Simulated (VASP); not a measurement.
MgC2, 6 atoms in the cell. It takes space group P4_2/mnm (No. 136, tetragonal). The conventional cell has a = 3.786 Å, b = 3.786 Å, c = 4.779 Å, α = 90.00°, β = 90.00°, γ = 90.00°. Within 2.7 Å of Mg (site symmetry mmm) lie 6 C at 2.08 to 2.46 Å. C (site symmetry m2m) has 1 C at 1.20 Å within 1.6 Å. 

```yaml
Program: VASP 6.6.1
Task: single point
Functional: PBE
Potentials_or_basis: VASP PAW PBE potentials, release 64 (Mg, C)
Cutoff: 520 eV
k_mesh: 4 × 4 × 4
Occupations: gaussian, width 0.01 eV
Spin: no spin polarisation
Dipole_correction: no
Further_INCAR_settings: ALGO = Normal; EDIFF = 1e-06; NBANDS = 19
```

Potentials or basis: VASP PAW PBE potentials, release 64 (Mg, C).

Command:

```sh
$ cat potpaw_PBE.64/Mg/POTCAR potpaw_PBE.64/C/POTCAR > POTCAR
$ mpirun -np 1 vasp_std > vasp.out
```

Hardware: 1 thread of Intel(R) Xeon(R) Platinum 8488C (Sapphire Rapids), with other jobs on the host.

Estimate the wall time of this run.

It took 14 s on 1 thread of Intel(R) Xeon(R) Platinum 8488C (Sapphire Rapids), with other jobs on the host, peak memory 0.18 GiB. Counts: scf iterations 13, k points 18.
